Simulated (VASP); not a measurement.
Here is a VASP 6.6.1 calculation.

Contents of POSCAR:

```
BaTiO3
1.0
    8.1005367000      0.0000000000      0.0000000000
    0.0000000000      4.0502683500      0.0000000000
    0.0000000000      0.0000000000      4.0502683500
Ba Ti O
2 2 6
Direct
    0.0000000000      0.0000000000      0.0000000000
    0.5000000000      0.0000000000      0.0000000000
    0.2500000000      0.5000000000      0.5000000000
    0.7500000000      0.5000000000      0.5000000000
    0.0000000000      0.5000000000      0.5000000000
    0.5000000000      0.5000000000      0.5000000000
    0.2500000000      0.0000000000      0.5000000000
    0.7500000000      0.0000000000      0.5000000000
    0.2500000000      0.5000000000      0.0000000000
    0.7500000000      0.5000000000      0.0000000000
```

File INCAR.step1:

```
ALGO = Normal
EDIFF = 1E-4
ENCUT = 520
GGA = PE
ISMEAR = 0
LASPH = True
LCHARG = False
LREAL = False
LWAVE = True
NBANDS = 51
NELM = 80
PREC = Accurate
SIGMA = 0.0689
```

Contents of INCAR.step2:

```
ALGO = Normal
EDIFF = 1E-7
ENCUT = 520
ISIF = 2
ISMEAR = 0
ISTART = 1
LASPH = True
LCHARG = False
LMIXTAU = True
LREAL = False
LWAVE = False
METAGGA = R2SCAN
NBANDS = 51
NELM = 80
PREC = Accurate
SIGMA = 0.0689
```

The input KPOINTS:

```
k-points
0
Gamma
  3 6 6
```

Potentials or basis: VASP PAW PBE potentials, release 64 (Ba_sv, Ti_sv, O).

Run with:

```sh
$ cat potpaw_PBE.64/Ba_sv/POTCAR potpaw_PBE.64/Ti_sv/POTCAR potpaw_PBE.64/O/POTCAR > POTCAR
$ cp INCAR.step1 INCAR
$ mpirun -np 1 vasp_std > vasp.out
$ cp INCAR.step2 INCAR
$ mpirun -np 1 vasp_std > vasp.out
```

Problem. Predict the pressure.

Solution. -5.2 GPa.

Problem. What does it give for the band gap on the k mesh?

Solution. 2.05 eV.

Caveat: the cell stands under tension; the PAW data sets were made with another functional, which shifts forces and pressure a little; spin-orbit coupling is left out, which moves the levels of the heavy elements. A k mesh can miss the band edges.
